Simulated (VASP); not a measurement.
Runs of VASP 6.6.1 on SnSe. The structure is that of space group Fm-3m (No. 225), or close to it. The cells are those of the table. 

```tsv
cell	gap on the mesh (eV)	pressure (GPa)
a = 4.257, b = 4.225, c = 4.225 Å, angles 60.5, 59.8, 59.8°, 2 atoms	0.48	0.8
a = 4.257, b = 4.354, c = 4.354 Å, angles 58.5, 60.7, 60.7°, 2 atoms	0.31	(a)
a = 4.257, b = 4.321, c = 4.321 Å, angles 59.0, 60.5, 60.5°, 2 atoms	0.35	(c)
a = 4.257, b = 4.289, c = 4.289 Å, angles 59.5, 60.2, 60.2°, 2 atoms	0.39	(b)
a = 4.257, b = 4.370, c = 4.370 Å, angles 58.3, 60.9, 60.9°, 2 atoms	0.30	-2.1
```

Alike in all rows: task single point; level r2SCAN; potentials or basis VASP PAW PBE potentials, release 64 (Sn_d, Se); no spin polarisation; k mesh 10 × 10 × 10; cutoff (eV) 520; smearing gaussian 0.05 eV.

**Question.** Fill in the values left out.

**Answer.** (a) -1.9; (b) -0.8; (c) -1.4.

Caveats: semilocal functionals underestimate gaps, and a narrow one can read as zero; the PAW data sets were made with another functional, which shifts forces and pressure a little; spin-orbit coupling is left out, which moves the levels of the heavy elements.

A k mesh can miss the band edges, and the runs leave out spin-orbit coupling on Se, Sn.
